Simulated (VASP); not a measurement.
Crystal: TiO2.

```
CELL_PARAMETERS angstrom
3.46402 0.00000 0.00000
0.00000 3.46402 0.00000
0.00000 0.00000 5.03859
ATOMIC_POSITIONS crystal
Ti 0.50000 0.50000 0.50000
Ti 0.00000 0.00000 0.00000
O 0.00000 0.50000 0.69616
O 0.50000 0.00000 0.80384
O 0.50000 0.00000 0.30384
O 0.00000 0.50000 0.19616
```

```yaml
Program: VASP 6.6.1
Task: relaxation of cell and atoms
Functional: r2SCAN
Potentials_or_basis: VASP PAW PBE potentials, release 64 (Ti_sv, O)
Cutoff: 600 eV
k_mesh: 6 × 6 × 4
Occupations: gaussian, width 0.1 eV
Spin: no spin polarisation
```

At the start: pressure -16.4 GPa; volume 10.08 Å³/atom.

Problem. Where does the relaxation end?

Solution. Over 10 steps the energy falls by 76.3 meV/atom and the volume is 9.81 Å³/atom (-2.7 %); space group P4_2/nmc (No. 137, to 0.05 Å).

The path:
```csv
step,energy change (eV),largest force (eV/Å),pressure (GPa),volume (Å³)
1,0.0000,0.8880,-16.38,60.46
2,0.1000,0.0408,29.80,51.88
3,-0.2732,0.5778,1.48,56.27
4,-0.2734,0.5692,1.91,56.19
5,-0.3354,0.4510,1.97,56.51
6,-0.4329,0.0296,3.28,57.44
7,-0.4348,0.1323,3.75,57.61
8,-0.4310,0.1291,-5.83,60.42
9,-0.4528,0.0113,-1.02,58.92
10,-0.4578,0.0184,0.41,58.84
```

Final structure:
```cif
data_structure
_symmetry_space_group_name_H-M 'P 1'
_symmetry_Int_Tables_number 1
_cell_length_a 3.3692
_cell_length_b 3.3692
_cell_length_c 5.1831
_cell_angle_alpha 90.000
_cell_angle_beta 90.000
_cell_angle_gamma 90.000
_cell_volume 58.84
loop_
_atom_site_label
_atom_site_type_symbol
_atom_site_fract_x
_atom_site_fract_y
_atom_site_fract_z
_atom_site_occupancy
Ti1 Ti 0.50000 0.50000 0.50000 1
Ti2 Ti 0.00000 0.00000 0.00000 1
O1 O 0.00000 0.50000 0.66572 1
O2 O 0.50000 0.00000 0.83428 1
O3 O 0.50000 0.00000 0.33428 1
O4 O 0.00000 0.50000 0.16572 1
```

Caveat: the PAW data sets were made with another functional, which shifts forces and pressure a little; the relaxation stopped at a loose force limit of 0.05 eV/Å, so its end isn't a converged minimum.
